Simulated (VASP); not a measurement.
# Zr3TiC4 (P4/mmm) in VASP: relaxation of shape and atoms at fixed volume with PBE

Aim: the relaxation of shape and atoms at fixed volume of Zr3TiC4 with PBE.

Program: VASP 6.6.1. These are calculated values, not measurements. Logs are shortened: lines on timing, memory, paths and dates and some standing lists are left out, and cuts for length are marked.

## (1) The cell of the first run

The structure is tetragonal, space group P4/mmm (No. 123). The conventional cell has a = 3.247 Å, b = 3.247 Å, c = 9.140 Å, α = 90.00°, β = 90.00°, γ = 90.00°. Within 2.9 Å of Zr (site symmetry 4mm) lie 6 C at 2.22 to 2.35 Å. Within 3.0 Å of Zr (site symmetry 4/mmm) lie 6 C at 2.30 to 2.37 Å. Within 2.9 Å of Ti (site symmetry 4/mmm) lie 6 C at 2.20 to 2.30 Å. Within 2.9 Å of C (site symmetry 4/mmm) lie 2 Zr at 2.22 Å and 4 Ti at 2.30 Å. C (site symmetry 4mm) has 1 Ti at 2.20 Å and 5 Zr at 2.30 to 2.37 Å within 2.9 Å. Within 3.0 Å of C (site symmetry 4/mmm) lie 6 Zr at 2.30 to 2.35 Å.

## (2) Relaxation of shape and atoms at fixed volume, PBE (volume scaled by 0.97)

INCAR

```
  ALGO = Normal
  EDIFF = 1E-6
  EDIFFG = -0.01
  ENCUT = 600
  GGA = PE
  IBRION = 2
  ISIF = 4
  ISMEAR = 0
  LASPH = True
  LCHARG = False
  LREAL = False
  LWAVE = False
  NELM = 80
  NSW = 50
  PREC = Accurate
  SIGMA = 0.1
```

KPOINTS

```
k-points
0
Gamma
  12 12 4
```

POSCAR

```
Zr3TiC4
1.0
    3.2465025969      0.0000000000      0.0000000000
    0.0000000000      3.2465025969      0.0000000000
    0.0000000000      0.0000000000      9.1397098790
Zr Ti C
3 1 4
Direct
    0.0000000000      0.0000000000      0.2428704012
    0.5000000000      0.5000000000      0.5000000000
    0.0000000000      0.0000000000      0.7571295988
    0.5000000000      0.5000000000      0.0000000000
    0.0000000000      0.0000000000      0.0000000000
    0.5000000000      0.5000000000      0.2403589428
    0.0000000000      0.0000000000      0.5000000000
    0.5000000000      0.5000000000      0.7596410572
```

Potentials or basis: VASP PAW PBE potentials, release 64 (Zr_sv, Ti_sv, C).

On the command line:

```sh
$ cat potpaw_PBE.64/Zr_sv/POTCAR potpaw_PBE.64/Ti_sv/POTCAR potpaw_PBE.64/C/POTCAR > POTCAR
$ mpirun -np 1 vasp_std > vasp.out
```

OUTCAR:

```text
EDIFF = 1E-6
   EDIFFG = -0.01
   ENCUT = 600
   GGA = PE
   IBRION = 2
   ISIF = 4
   ISMEAR = 0
   LASPH = True
   LREAL = False
   NELM = 80
   NSW = 50
   PREC = Accurate

 ion  position               nearest neighbor table
   1  0.000  0.000  0.243-   5 2.22   6 2.30   6 2.30   6 2.30   6 2.30   7 2.35   4 3.19   4 3.19
                             4 3.19   4 3.19   2 3.29   2 3.29   2 3.29   2 3.29
   2  0.500  0.500  0.500-   7 2.30   7 2.30   7 2.30   7 2.30   8 2.37   6 2.37   3 3.29   3 3.29
                             1 3.29   3 3.29   1 3.29   1 3.29   3 3.29   1 3.29
   3  0.000  0.000  0.757-   5 2.22   8 2.30   8 2.30   8 2.30   8 2.30   7 2.35   4 3.19   4 3.19
                             4 3.19   4 3.19   2 3.29   2 3.29   2 3.29   2 3.29
   4  0.500  0.500  0.000-   6 2.20   8 2.20   5 2.30   5 2.30   5 2.30   5 2.30   3 3.19   3 3.19
                             1 3.19   3 3.19   1 3.19   1 3.19   3 3.19   1 3.19
   5  0.000  0.000  0.000-   1 2.22   3 2.22   4 2.30   4 2.30   4 2.30   4 2.30
   6  0.500  0.500  0.240-   4 2.20   1 2.30   1 2.30   1 2.30   1 2.30   2 2.37
   7  0.000  0.000  0.500-   2 2.30   2 2.30   2 2.30   2 2.30   3 2.35   1 2.35
   8  0.500  0.500  0.760-   4 2.20   3 2.30   3 2.30   3 2.30   3 2.30   2 2.37

  LATTYP: Found a simple tetragonal cell.
 ALAT       =     3.2465025969
 C/A-ratio  =     2.8152479803

  Lattice vectors:

 A1 = (   3.2465025969,   0.0000000000,   0.0000000000)
 A2 = (   0.0000000000,   3.2465025969,   0.0000000000)
 A3 = (   0.0000000000,   0.0000000000,   9.1397098790)

Analysis of symmetry for initial positions (statically):
=====================================================================
 Subroutine PRICEL returns:
 Original cell was already a primitive cell.

 Routine SETGRP: Setting up the symmetry group for a
 simple tetragonal supercell.

 Subroutine GETGRP returns: Found 16 space group operations
 (whereof 16 operations were pure point group operations)
 out of a pool of 16 trial point group operations.

The static configuration has the point symmetry D_4h.

Analysis of symmetry for dynamics (positions and initial velocities):
=====================================================================
 Subroutine PRICEL returns:
 Original cell was already a primitive cell.

 Routine SETGRP: Setting up the symmetry group for a
 simple tetragonal supercell.

 Subroutine GETGRP returns: Found 16 space group operations
 (whereof 16 operations were pure point group operations)
 out of a pool of 16 trial point group operations.

The dynamic configuration has the point symmetry D_4h.

 Subroutine INISYM returns: Found 16 space group operations
 (whereof 16 operations are pure point group operations),
 and found     1 'primitive' translations

----------------------------------------------------------------------------------------

                                     Primitive cell

  volume of cell :      96.3305

  direct lattice vectors                    reciprocal lattice vectors
     3.246502597  0.000000000  0.000000000     0.308023779  0.000000000  0.000000000
     0.000000000  3.246502597  0.000000000     0.000000000  0.308023779  0.000000000
     0.000000000  0.000000000  9.139709879     0.000000000  0.000000000  0.109412663

  length of vectors
     3.246502597  3.246502597  9.139709879     0.308023779  0.308023779  0.109412663

  position of ions in fractional coordinates (direct lattice)
     0.000000000  0.000000000  0.242870401
     0.500000000  0.500000000  0.500000000
     0.000000000  0.000000000  0.757129599
     0.500000000  0.500000000  0.000000000
     0.000000000  0.000000000  0.000000000
     0.500000000  0.500000000  0.240358943
     0.000000000  0.000000000  0.500000000
     0.500000000  0.500000000  0.759641057

  ion indices of the primitive-cell ions
   primitive index   ion index
                 1           1
                 2           2
                 3           3
                 4           4
                 5           5
                 6           6
                 7           7
                 8           8

----------------------------------------------------------------------------------------

 KPOINTS: k-points

Automatic generation of k-mesh.
 Grid dimensions read from file:
 generate k-points for:   12   12    4

 Generating k-lattice:

  Cartesian coordinates                     Fractional coordinates (reciprocal lattice)
     0.025668648  0.000000000  0.000000000     0.083333333  0.000000000  0.000000000
     0.000000000  0.025668648  0.000000000     0.000000000  0.083333333  0.000000000
     0.000000000  0.000000000  0.027353166     0.000000000  0.000000000  0.250000000

  Length of vectors
     0.025668648  0.025668648  0.027353166

  Shift w.r.t. Gamma in fractional coordinates (k-lattice)
     0.000000000  0.000000000  0.000000000

 Subroutine IBZKPT returns following result:
 ===========================================

 Found     84 irreducible k-points:

 Following reciprocal coordinates:
            Coordinates               Weight
  0.000000  0.000000  0.000000      1.000000
  0.083333  0.000000  0.000000      4.000000
  0.166667  0.000000  0.000000      4.000000
  0.250000  0.000000  0.000000      4.000000
  0.333333  0.000000  0.000000      4.000000
  0.416667  0.000000  0.000000      4.000000
[... 16 lines left out ...]
  0.333333  0.333333  0.000000      4.000000
  0.416667  0.333333  0.000000      8.000000
 [... further k-points ...]
   k-points           NKPTS =     84   k-points in BZ     NKDIM =     84   number of bands    NBANDS=     38
   number of dos      NEDOS =    301   number of ions     NIONS =      8
   total plane-waves  NPLWV =  62720
   dimension x,y,z NGX =    28 NGY =   28 NGZ =   80
   dimension x,y,z NGXF=    56 NGYF=   56 NGZF=  160
   ions per type =               3   1   4
   NGX,Y,Z   is equivalent  to a cutoff of  14.34, 14.34, 14.55 a.u.
   NGXF,Y,Z  is equivalent  to a cutoff of  28.68, 28.68, 29.10 a.u.
 SYSTEM =  unknown system
   PREC   = accura    normal or accurate (medium, high low for compatibility)
   ISTART =      0    job   : 0-new  1-cont  2-samecut
   ICHARG =      2    charge: 1-file 2-atom 10-const
   ISPIN  =      1    spin polarized calculation?
   LNONCOLLINEAR =      F non collinear calculations
   LSORBIT =      F    spin-orbit coupling
   LASPH  =      T    aspherical Exc in radial PAW
   ENCUT  =  600.0 eV  44.10 Ry    6.64 a.u.   6.48  6.48 18.25*2*pi/ulx,y,z
   NELM   =     80;   NELMIN=  2; NELMDL= -5     # of ELM steps
   EDIFF  = 0.1E-05   stopping-criterion for ELM
   LREAL  =      F    real-space projection
   EDIFFG = -.1E-01   stopping-criterion for IOM
   NSW    =     50    number of steps for IOM
   IBRION =      2    ionic relax: 0-MD 1-quasi-New 2-CG
   NFREE  =      1    steps in history (QN), initial steepest desc. (CG)
   ISIF   =      4    stress and relaxation
   ISYM   =      2    0-nonsym 1-usesym 2-fastsym
   POTIM  = 0.5000    time-step for ionic-motion
   TEBEG  =    0.0;   TEEND  =   0.0 temperature during run
   PSTRESS=    0.0 pullay stress
   NELECT =      64.0000    total number of electrons
   NUPDOWN=      -1.0000    fix difference up-down
   EMIN   =  10.00;   EMAX   =-10.00  energy-range for DOS
   EFERMI =   0.00;   METHOD = LEGACY
   ISMEAR =     0;   SIGMA  =   0.10  broadening in eV -4-tet -1-fermi 0-gaus
   EFERMI_NEDOS =   21; number of points for ismear=-14 and -15
   IALGO  =     38    algorithm
   IMIX   =      4    mixing-type and parameters
     AMIX     =   0.40;   BMIX     =  1.00
     AMIX_MAG =   1.60;   BMIX_MAG =  1.00
  volume/ion in A,a.u.               =      12.04        81.26
  Fermi-wavevector in a.u.,A,eV,Ry     =   1.428500  2.699473 27.764207  2.040612
  Thomas-Fermi vector in A             =   2.548555
   LORBIT       =      0    0 simple, 1 ext, 2 COOP (PROOUT), +10 PAW based schemes
   GGA     = PE    functional components
   LHFCALC =     F    Hartree Fock is set to
   AEXX    =    0.0000 exact exchange contribution
   IVDW    =     0    specifies the selected vdW correction
   LEPSILON=     F    determine dielectric tensor
   LRPA    =     F    only Hartree local field effects (RPA)
 conjugate gradient relaxation of ions
 non-spin polarized calculation
 Gauss-broadening in eV      SIGMA  =   0.10
  energy-cutoff  :      600.00
  volume of cell :       96.33
 maximum number of plane-waves:      3261
 NGX is ok and might be reduce to    28
   NGX = 13   NGY = 13   NGZ = 37

--------------------------------------- Ionic step        1  -------------------------------------------

 number of electron      64.0000002 magnetization

 Free energy of the ion-electron system (eV)
  ---------------------------------------------------
  ext. energy  EPLUGINS =         0.00000000
  ---------------------------------------------------
  free energy    TOTEN  =       -76.58048163 eV

  energy without entropy =      -76.57427180  energy(sigma->0) =      -76.57737671

------------------------ aborting loop because EDIFF is reached ----------------------------------------

  FORCE on cell =-STRESS in cart. coord.  units (eV):
  Direction    XX          YY          ZZ          XY          YZ          ZX
  --------------------------------------------------------------------------------------
  -------------------------------------------------------------------------------------
  Total        4.4459059      4.4459059      4.5721015      0.0000000      0.0000000     -0.0000000
  in kB       73.9446795     73.9446795     76.0435751      0.0000000      0.0000000     -0.0000000
  external PRESSURE =      74.6443113 kB  Pullay stress =       0.0000000 kB
[... 195 lines left out ...]
  energy  without entropy=      -76.5745074286  energy(sigma->0) =      -76.57761022

--------------------------------------- Ionic step        6  -------------------------------------------

 number of electron      64.0000002 magnetization

 Free energy of the ion-electron system (eV)
  ---------------------------------------------------
  ext. energy  EPLUGINS =         0.00000000
  ---------------------------------------------------
  free energy    TOTEN  =       -76.58071288 eV

  energy without entropy =      -76.57450390  energy(sigma->0) =      -76.57760839

 E-fermi :   9.7996     XC(G=0): -12.3445

 val. band max:        9.7985188677   @ k =   0.0833   0.0000   0.2500
 cond. band min:       9.8003947423   @ k =   0.4167   0.4167   0.0000
 fundamental gap:      0.0018758746
 Fermi energy:         9.7995511436

 k-point     1 :       0.0000    0.0000    0.0000
  band No.  band energies     occupation
      1     -47.0828      2.00000
      2     -38.1214      2.00000
      3     -37.9903      2.00000
      4     -37.9653      2.00000
      5     -23.2876      2.00000
      6     -23.2876      2.00000
[... 973 lines left out ...]
     37      12.6963      0.00000
     38      12.9103      0.00000

 [... further k-points ...]
[... 5 lines left out ...]
  --------------------------------------------------------------------------------------
  -------------------------------------------------------------------------------------
  Total        4.4631693      4.4631693      4.4826294      0.0000000      0.0000000      0.0000000
  in kB       74.2318050     74.2318050     74.5554670      0.0000000      0.0000000      0.0000000
  external PRESSURE =      74.3396923 kB  Pullay stress =       0.0000000 kB
[... 23 lines left out ...]
  FREE ENERGIE OF THE ION-ELECTRON SYSTEM (eV)
  ---------------------------------------------------
  free  energy   TOTEN  =       -76.5807128832 eV

  energy  without entropy=      -76.5745039041  energy(sigma->0) =      -76.57760839

 reached required accuracy - stopping structural energy minimisation
```

It took 16 min on 1 thread of Intel Xeon Platinum 8488C (Sapphire Rapids), shared host; peak memory 0.49 GiB.

What came out:

```
Free energy                  : -76.5807 eV
Energy gained by relaxing    : 0.0 meV/atom
Ionic steps                  : 6
Pressure after relaxing      : 7.4 GPa
Largest force after relaxing : 0.009 eV/Å
Band gap on the k mesh       : zero (band 32 reaches 10.02 eV, above the bottom of band 33 at 9.43 eV)
```

Forces on the atoms (eV/Å):
```
Zr   0.000  0.000 -0.006
Zr   0.000  0.000  0.000
Zr   0.000  0.000  0.006
Ti   0.000  0.000  0.000
C    0.000  0.000  0.000
C    0.000  0.000  0.009
C    0.000  0.000  0.000
C    0.000  0.000 -0.009
```

The path:
| step | energy change (eV) | largest force (eV/Å) | pressure (GPa) | volume (Å³) |
| --- | --- | --- | --- | --- |
| 1 | 0.0000 | 0.0638 | 7.46 | 96.33 |
| 2 | -0.0002 | 0.0220 | 7.43 | 96.33 |
| 3 | -0.0002 | 0.0192 | 7.45 | 96.33 |
| 4 | -0.0002 | 0.0106 | 7.42 | 96.33 |
| 5 | -0.0002 | 0.0100 | 7.43 | 96.33 |
| 6 | -0.0002 | 0.0092 | 7.43 | 96.33 |

Final structure:
```
CELL_PARAMETERS angstrom
3.24635 0.00000 0.00000
0.00000 3.24635 0.00000
0.00000 0.00000 9.14058
ATOMIC_POSITIONS crystal
Zr 0.00000 0.00000 0.24325
Zr 0.50000 0.50000 0.50000
Zr 0.00000 0.00000 0.75675
Ti 0.50000 0.50000 0.00000
C 0.00000 0.00000 0.00000
C 0.50000 0.50000 0.24051
C 0.00000 0.00000 0.50000
C 0.50000 0.50000 0.75949
```

Levels at points of the mesh, in eV from the Fermi level:
```tsv
k point	band 29	band 30	band 31	band 32	band 33	band 34	band 35	band 36
(0.00, 0.00, 0.00)	-0.41	-0.41	0.08	0.08	0.96	0.97	0.97	1.06
(0.50, 0.00, 0.00)	-2.77	-2.63	-2.41	-2.02	2.02	2.53	3.08	3.45
(0.50, 0.50, 0.00)	-1.78	-1.78	-0.22	0.12	0.12	0.29	2.78	2.78
(0.00, 0.00, 0.50)	-0.26	-0.26	-0.02	-0.02	0.09	0.09	0.38	0.43
(0.50, 0.00, 0.50)	-2.80	-2.49	-2.40	-2.36	2.16	2.48	2.67	3.93
(0.50, 0.50, 0.50)	-1.70	-1.64	-1.48	-1.35	1.19	1.19	1.28	1.28
```

Caveat: the cell differs from its parent crystal (volume scaled by 0.97).
